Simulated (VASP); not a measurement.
# Mo in VASP: single point with PBE

Aim: the single point of Mo with PBE.

Program: VASP 6.6.1. These are calculated values, not measurements. Logs are shortened: lines on timing, memory, paths and dates and some standing lists are left out, and cuts for length are marked.

### Step 1. The cell of the first run

The cell holds a slab with vacuum, 12 atoms: a = 5.474 Å, b = 5.474 Å, c = 19.808 Å, α = 90.00°, β = 90.00°, γ = 109.47°.

### Step 2. Single point, PBE

File INCAR:

```
PREC     = Accurate       # precision mode
ENCUT    = 520            # plane-wave cutoff, eV
EDIFF    = 1E-6           # SCF threshold, eV
ISMEAR   = 0              # smearing method
SIGMA    = 0.1            # smearing width, eV
LREAL    = F              # projectors in reciprocal space
LASPH    = T              # aspherical terms in the spheres
NELM     = 100            # most SCF steps
ALGO     = Normal         # electronic algorithm
ISIF     = 2              # what is computed and relaxed
LWAVE    = F              # write WAVECAR
LCHARG   = T              # write CHGCAR
LDIPOL   = T            
IDIPOL   = 3            
DIPOL    = 0.5 0.5 0.311
GGA      = PE             # functional
LELF     = T              # ELF
LVHAR    = T            
LVACPOTAV= T            
NBANDS   = 96             # bands
```

File KPOINTS:

```
regular mesh
0
Gamma
  5 5 1
```

File POSCAR:

```
Mo
1.0
    5.4740406976      0.0000000000      0.0000000000
   -1.8246802325      5.1609750637      0.0000000000
    0.0000000000      0.0000000000     19.8082144280
Mo
12
Direct
    0.2500000000      0.2500000000      0.2019364246
    0.2500000000      0.7500000000      0.2019364246
    0.7500000000      0.2500000000      0.2019364246
    0.7500000000      0.7500000000      0.2019364246
    0.0000000000      0.0000000000      0.3106872620
    0.0000000000      0.5000000000      0.3106872620
    0.5000000000      0.0000000000      0.3106872620
    0.5000000000      0.5000000000      0.3106872620
    0.2500000000      0.2500000000      0.4194327792
    0.2500000000      0.7500000000      0.4194327792
    0.7500000000      0.2500000000      0.4194327792
    0.7500000000      0.7500000000      0.4194327792
```

Potentials or basis: VASP PAW PBE potentials, release 64 (Mo_sv).

On the command line:

```
$ cat potpaw_PBE.64/Mo_sv/POTCAR > POTCAR
$ mpirun -np 1 vasp_std > vasp.out
```

OUTCAR:

```text
PREC = Accurate
   ENCUT = 520
   EDIFF = 1E-6
   ISMEAR = 0
   LREAL = F
   LASPH = T
   NELM = 100
   ISIF = 2
   GGA = PE

 ion  position               nearest neighbor table
   1  0.250  0.250  0.202-   5 2.67   8 2.67   3 2.74   3 2.74   2 2.74   2 2.74   7 3.10   6 3.10
                             4 3.16   4 3.16
   2  0.250  0.750  0.202-   6 2.67   7 2.67   4 2.74   4 2.74   1 2.74   1 2.74   5 3.10   8 3.10
                             3 3.16   3 3.16
   3  0.750  0.250  0.202-   6 2.67   7 2.67   1 2.74   1 2.74   4 2.74   4 2.74   5 3.10   8 3.10
                             2 3.16   2 3.16
   4  0.750  0.750  0.202-   5 2.67   8 2.67   2 2.74   2 2.74   3 2.74   3 2.74   7 3.10   6 3.10
                             1 3.16   1 3.16
   5  0.000  0.000  0.311-   9 2.67  12 2.67   1 2.67   4 2.67   7 2.74   7 2.74   6 2.74   6 2.74
                            11 3.10  10 3.10   3 3.10   2 3.10   8 3.16   8 3.16
   6  0.000  0.500  0.311-  10 2.67  11 2.67   2 2.67   3 2.67   8 2.74   8 2.74   5 2.74   5 2.74
                             9 3.10  12 3.10   1 3.10   4 3.10   7 3.16   7 3.16
   7  0.500  0.000  0.311-  10 2.67  11 2.67   2 2.67   3 2.67   5 2.74   5 2.74   8 2.74   8 2.74
                             9 3.10  12 3.10   1 3.10   4 3.10   6 3.16   6 3.16
   8  0.500  0.500  0.311-   9 2.67  12 2.67   1 2.67   4 2.67   6 2.74   6 2.74   7 2.74   7 2.74
                            11 3.10  10 3.10   3 3.10   2 3.10   5 3.16   5 3.16
   9  0.250  0.250  0.419-   5 2.67   8 2.67  11 2.74  11 2.74  10 2.74  10 2.74   7 3.10   6 3.10
                            12 3.16  12 3.16
  10  0.250  0.750  0.419-   6 2.67   7 2.67  12 2.74  12 2.74   9 2.74   9 2.74   5 3.10   8 3.10
                            11 3.16  11 3.16
  11  0.750  0.250  0.419-   6 2.67   7 2.67   9 2.74   9 2.74  12 2.74  12 2.74   5 3.10   8 3.10
                            10 3.16  10 3.16
  12  0.750  0.750  0.419-   5 2.67   8 2.67  10 2.74  10 2.74  11 2.74  11 2.74   7 3.10   6 3.10
                             9 3.16   9 3.16

  LATTYP: Found a base centered orthorhombic cell.
 ALAT       =     6.3208777407
 B/A-ratio  =     1.4142135624
 C/A-ratio  =     3.1337759154

  Lattice vectors:

 A1 = (   5.4740406976,   0.0000000000,   0.0000000000)
 A2 = (  -1.8246802325,   5.1609750637,   0.0000000000)
 A3 = (   0.0000000000,   0.0000000000,  19.8082144280)

Analysis of symmetry for initial positions (statically):
=====================================================================
 Subroutine PRICEL returns following result:

  LATTYP: Found a base centered orthorhombic cell.
 ALAT       =     3.1604388703
 B/A-ratio  =     1.4142135624
 C/A-ratio  =     6.2675518308

  Lattice vectors:

 A1 = (   2.7370203488,   0.0000000000,   0.0000000000)
 A2 = (  -0.9123401162,   2.5804875318,   0.0000000000)
 A3 = (   0.0000000000,   0.0000000000,  19.8082144280)

   4 primitive cells build up your supercell.

 Routine SETGRP: Setting up the symmetry group for a
 base centered orthorhombic supercell.

 Subroutine GETGRP returns: Found  8 space group operations
 (whereof  4 operations were pure point group operations)
 out of a pool of  8 trial point group operations.

The static configuration has the point symmetry C_2v.
 The point group associated with its full space group is D_2h.

Analysis of symmetry for dynamics (positions and initial velocities):
=====================================================================
 Subroutine PRICEL returns following result:

  LATTYP: Found a base centered orthorhombic cell.
 ALAT       =     3.1604388703
 B/A-ratio  =     1.4142135624
 C/A-ratio  =     6.2675518308

  Lattice vectors:

 A1 = (   2.7370203488,   0.0000000000,   0.0000000000)
 A2 = (  -0.9123401162,   2.5804875318,   0.0000000000)
 A3 = (   0.0000000000,   0.0000000000,  19.8082144280)

   4 primitive cells build up your supercell.

 Routine SETGRP: Setting up the symmetry group for a
 base centered orthorhombic supercell.

 Subroutine GETGRP returns: Found  8 space group operations
 (whereof  4 operations were pure point group operations)
 out of a pool of  8 trial point group operations.

The dynamic configuration has the point symmetry C_2v.
 The point group associated with its full space group is D_2h.

 Subroutine INISYM returns: Found  8 space group operations
 (whereof  4 operations are pure point group operations),
 and found     4 'primitive' translations

----------------------------------------------------------------------------------------

                                     Primitive cell

  volume of cell :     139.9024

  direct lattice vectors                    reciprocal lattice vectors
     2.737020349  0.000000000  0.000000000     0.365360820  0.129174557  0.000000000
    -0.912340116  2.580487532  0.000000000     0.000000000  0.387523670  0.000000000
     0.000000000  0.000000000 19.808214428     0.000000000  0.000000000  0.050484106

  length of vectors
     2.737020349  2.737020349 19.808214428     0.387523670  0.387523670  0.050484106

  position of ions in fractional coordinates (direct lattice)
     0.500000000  0.500000000  0.201936425
     0.000000000  0.000000000  0.310687262
     0.500000000  0.500000000  0.419432779

  ion indices of the primitive-cell ions
   primitive index   ion index
                 1           1
                 2           5
                 3           9

----------------------------------------------------------------------------------------

 KPOINTS: regular mesh

Automatic generation of k-mesh.
 Grid dimensions read from file:
 generate k-points for:    5    5    1

 Generating k-lattice:

  Cartesian coordinates                     Fractional coordinates (reciprocal lattice)
     0.036536082  0.012917456  0.000000000     0.200000000  0.000000000  0.000000000
     0.000000000  0.038752367  0.000000000     0.000000000  0.200000000  0.000000000
     0.000000000  0.000000000  0.050484106     0.000000000  0.000000000  1.000000000

  Length of vectors
     0.038752367  0.038752367  0.050484106

  Shift w.r.t. Gamma in fractional coordinates (k-lattice)
     0.000000000  0.000000000  0.000000000

 Subroutine IBZKPT returns following result:
 ===========================================

 Found      9 irreducible k-points:

 Following reciprocal coordinates:
            Coordinates               Weight
  0.000000  0.000000  0.000000      1.000000
  0.200000 -0.000000  0.000000      4.000000
  0.400000  0.000000  0.000000      4.000000
  0.200000  0.200000  0.000000      2.000000
  0.400000  0.200000  0.000000      4.000000
 -0.400000  0.200000  0.000000      4.000000
 -0.200000  0.200000  0.000000      2.000000
  0.400000  0.400000  0.000000      2.000000
 -0.400000  0.400000  0.000000      2.000000
   k-points           NKPTS =      9   k-points in BZ     NKDIM =      9   number of bands    NBANDS=     96
   number of dos      NEDOS =    301   number of ions     NIONS =     12
   total plane-waves  NPLWV = 264600
   dimension x,y,z NGX =    42 NGY =   42 NGZ =  150
   dimension x,y,z NGXF=    84 NGYF=   84 NGZF=  300
   ions per type =              12
   NGX,Y,Z   is equivalent  to a cutoff of  12.76, 12.76, 12.59 a.u.
   NGXF,Y,Z  is equivalent  to a cutoff of  25.51, 25.51, 25.18 a.u.
 SYSTEM =  unknown system
   PREC   = accura    normal or accurate (medium, high low for compatibility)
   ISTART =      0    job   : 0-new  1-cont  2-samecut
   ICHARG =      2    charge: 1-file 2-atom 10-const
   ISPIN  =      1    spin polarized calculation?
   LNONCOLLINEAR =      F non collinear calculations
   LSORBIT =      F    spin-orbit coupling
   LASPH  =      T    aspherical Exc in radial PAW
   ENCUT  =  520.0 eV  38.22 Ry    6.18 a.u.  10.18 10.18 36.83*2*pi/ulx,y,z
   NELM   =    100;   NELMIN=  2; NELMDL= -5     # of ELM steps
   EDIFF  = 0.1E-05   stopping-criterion for ELM
   LREAL  =      F    real-space projection
   EDIFFG = 0.1E-04   stopping-criterion for IOM
   NSW    =      0    number of steps for IOM
   IBRION =     -1    ionic relax: 0-MD 1-quasi-New 2-CG
   NFREE  =      0    steps in history (QN), initial steepest desc. (CG)
   ISIF   =      2    stress and relaxation
   ISYM   =      2    0-nonsym 1-usesym 2-fastsym
   POTIM  = 0.5000    time-step for ionic-motion
   TEBEG  =    0.0;   TEEND  =   0.0 temperature during run
   PSTRESS=    0.0 pullay stress
   NELECT =     168.0000    total number of electrons
   NUPDOWN=      -1.0000    fix difference up-down
   EMIN   =  10.00;   EMAX   =-10.00  energy-range for DOS
   EFERMI =   0.00;   METHOD = LEGACY
   ISMEAR =     0;   SIGMA  =   0.10  broadening in eV -4-tet -1-fermi 0-gaus
   EFERMI_NEDOS =   21; number of points for ismear=-14 and -15
   IALGO  =     38    algorithm
   IMIX   =      4    mixing-type and parameters
     AMIX     =   0.40;   BMIX     =  1.00
     AMIX_MAG =   1.60;   BMIX_MAG =  1.00
  volume/ion in A,a.u.               =      46.63       314.70
  Fermi-wavevector in a.u.,A,eV,Ry     =   1.096183  2.071485 16.348981  1.201616
  Thomas-Fermi vector in A             =   2.232520
   LORBIT       =      0    0 simple, 1 ext, 2 COOP (PROOUT), +10 PAW based schemes
   GGA     = PE    functional components
   LHFCALC =     F    Hartree Fock is set to
   AEXX    =    0.0000 exact exchange contribution
   IVDW    =     0    specifies the selected vdW correction
   LEPSILON=     F    determine dielectric tensor
   LRPA    =     F    only Hartree local field effects (RPA)
 non-spin polarized calculation
 Gauss-broadening in eV      SIGMA  =   0.10
  energy-cutoff  :      520.00
  volume of cell :      559.61
 maximum number of plane-waves:     15102
 NGX is ok and might be reduce to    42
   NGX = 21   NGY = 21   NGZ = 73

 dipolmoment           0.000000      0.000000     -0.000002 electrons x Angstroem

 number of electron     167.9999986 magnetization

 dipolmoment           0.000000      0.000000      0.004850 electrons x Angstroem

 Free energy of the ion-electron system (eV)
  ---------------------------------------------------
  ext. energy  EPLUGINS =         0.00000000
  ---------------------------------------------------
  free energy    TOTEN  =      -121.08091348 eV

  energy without entropy =     -121.02954749  energy(sigma->0) =     -121.05523049

 E-fermi :   1.1486     XC(G=0):  -5.5310

 val. band max:        1.1474695601   @ k =   0.4000   0.2000   0.0000
 cond. band min:       1.1771450153   @ k =  -0.2000   0.2000   0.0000
 fundamental gap:      0.0296754551
 Fermi energy:         1.1485519594

 k-point     1 :       0.0000    0.0000    0.0000
  band No.  band energies     occupation
      1     -60.0809      2.00000
      2     -59.9043      2.00000
      3     -59.9043      2.00000
      4     -59.8404      2.00000
      5     -59.7910      2.00000
      6     -59.7403      2.00000
[... 88 lines left out ...]
     95       2.8699      0.00000
     96       3.0561      0.00000

 k-point     2 :       0.2000   -0.0000    0.0000
  band No.  band energies     occupation
      1     -60.0649      2.00000
      2     -59.9223      2.00000
      3     -59.8985      2.00000
      4     -59.8468      2.00000
      5     -59.7791      2.00000
      6     -59.7321      2.00000
[... 781 lines left out ...]
     95       2.0847      0.00000
     96       2.0847      0.00000

------------------------ aborting loop because EDIFF is reached ----------------------------------------

  FORCE on cell =-STRESS in cart. coord.  units (eV):
  Direction    XX          YY          ZZ          XY          YZ          ZX
  --------------------------------------------------------------------------------------
  -------------------------------------------------------------------------------------
  Total      -11.4609641    -10.7089800      0.3934013      1.0634661      0.0000000      0.0000000
  in kB      -32.8130519    -30.6601009      1.1263186      3.0447324      0.0000000      0.0000000
  external PRESSURE =     -20.7822781 kB  Pullay stress =       0.0000000 kB

 VOLUME and BASIS-vectors are now :
 -----------------------------------------------------------------------------
  energy-cutoff  :      520.00
  volume of cell :      559.61
      direct lattice vectors                 reciprocal lattice vectors
     5.474040698  0.000000000  0.000000000     0.182680410  0.064587278  0.000000000
    -1.824680232  5.160975064  0.000000000     0.000000000  0.193761835  0.000000000
     0.000000000  0.000000000 19.808214428     0.000000000  0.000000000  0.050484106

 POSITION                                       TOTAL-FORCE (eV/Angst)
 -----------------------------------------------------------------------------------
      0.91234      1.29024      4.00000         0.000000      0.000000     -0.027265
      0.00000      3.87073      4.00000         0.000000     -0.000000     -0.027265
      3.64936      1.29024      4.00000         0.000000     -0.000000     -0.027265
      2.73702      3.87073      4.00000         0.000000     -0.000000     -0.027265
      0.00000      0.00000      6.15416         0.000000     -0.000000      0.000000
     -0.91234      2.58049      6.15416        -0.000000     -0.000000      0.000000
      2.73702      0.00000      6.15416        -0.000000     -0.000000      0.000000
      1.82468      2.58049      6.15416         0.000000      0.000000      0.000000
      0.91234      1.29024      8.30821        -0.000000      0.000000      0.027265
      0.00000      3.87073      8.30821        -0.000000      0.000000      0.027265
      3.64936      1.29024      8.30821        -0.000000      0.000000      0.027265
      2.73702      3.87073      8.30821        -0.000000      0.000000      0.027265
 -----------------------------------------------------------------------------------
    total drift:                                0.000000      0.000000      1.487448

  FREE ENERGIE OF THE ION-ELECTRON SYSTEM (eV)
  ---------------------------------------------------
  free  energy   TOTEN  =      -121.0809134821 eV

  energy  without entropy=     -121.0295474946  energy(sigma->0) =     -121.05523049

 vacuum level on the upper side and lower side of the slab         5.907         5.875
```

Wall time 24 min (1 thread of Intel Xeon Platinum 8488C (Sapphire Rapids), shared host); peak memory 0.7 GiB.

What came out:

| Item | Value |
| --- | --- |
| Free energy | -121.0809 eV |
| Largest force | 0.027 eV/Å |
| Band gap on the k mesh | zero (bands 84 and 85 overlap by 1.81 eV) |

Forces on the atoms (eV/Å):
```
Mo   0.000  0.000 -0.027
Mo   0.000  0.000 -0.027
Mo   0.000  0.000 -0.027
Mo   0.000  0.000 -0.027
Mo   0.000  0.000  0.000
Mo   0.000  0.000  0.000
Mo   0.000  0.000  0.000
Mo   0.000  0.000  0.000
Mo   0.000  0.000  0.027
Mo   0.000  0.000  0.027
Mo   0.000  0.000  0.027
Mo   0.000  0.000  0.027
```
